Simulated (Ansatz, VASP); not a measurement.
# One calculation of SiC, two programs

```
Si C
1.0
     0.00000    2.19343    2.19343
     2.19343    0.00000    2.19343
     2.19343    2.19343    0.00000
Si C
1 1
Direct
  0.00000 0.00000 0.00000
  0.75000 0.75000 0.75000
```

Alike in both runs: task single point; functional RPBE; k mesh 10 × 10 × 10; occupations fermi-dirac, width 0.05 eV; no spin polarisation.

```csv
,VASP,Ansatz
version,VASP 6.6.1,Ansatz 0.2.0
potentials or method,"VASP PAW PBE potentials, release 64 (Si, C)",Ansatz PAW
plane-wave cutoff (eV),600,420
valence electrons in the cell,8,8
```

```tsv
	VASP	Ansatz	Ansatz less VASP
gap on the k mesh at the Fermi level (eV)	1.38	1.39	+0.004
least direct gap on the mesh (eV)	4.52	4.54	+0.017
pressure (GPa)	1.5	2.1	+0.63
```

VASP's potentials were made for PBE, not for RPBE.
